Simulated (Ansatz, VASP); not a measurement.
# Two plane-wave programs on BeS

```
Be S
1.0
     0.00000    2.39803    2.39803
     2.39803    0.00000    2.39803
     2.39803    2.39803    0.00000
Be S
1 1
Direct
  0.00000 0.00000 0.00000
  0.25000 0.25000 0.25000
```

Alike in both runs: functional LDA; k mesh 8 × 8 × 8; occupations gaussian, width 0.02 eV; no spin polarisation.

Ansatz relaxed the structure, and its values are those at the end. VASP's run is a single point on that final structure, the one shown.

|  | VASP | Ansatz |
| --- | --- | --- |
| version | VASP 6.6.1 | Ansatz 0.2.0 |
| potentials or method | VASP PAW LDA potentials, release 64 (Be, S), cutoff 600 eV | scalar-relativistic, plane waves, PAW |
| valence electrons in the cell | 8 | 8 |

|  | VASP | Ansatz | Ansatz less VASP |
| --- | --- | --- | --- |
| gap on the k mesh at the Fermi level (eV) | 2.83 | 2.83 | -0.006 |
| least direct gap on the mesh (eV) | 5.53 | 5.50 | -0.025 |
| pressure (GPa) | 0.1 | 0.0 | -0.09 |

Ansatz warns that its potentials were made for another functional, while VASP's fit it. LDA's correlation is that of Perdew and Zunger in VASP and of Perdew and Wang (1992) in Ansatz.
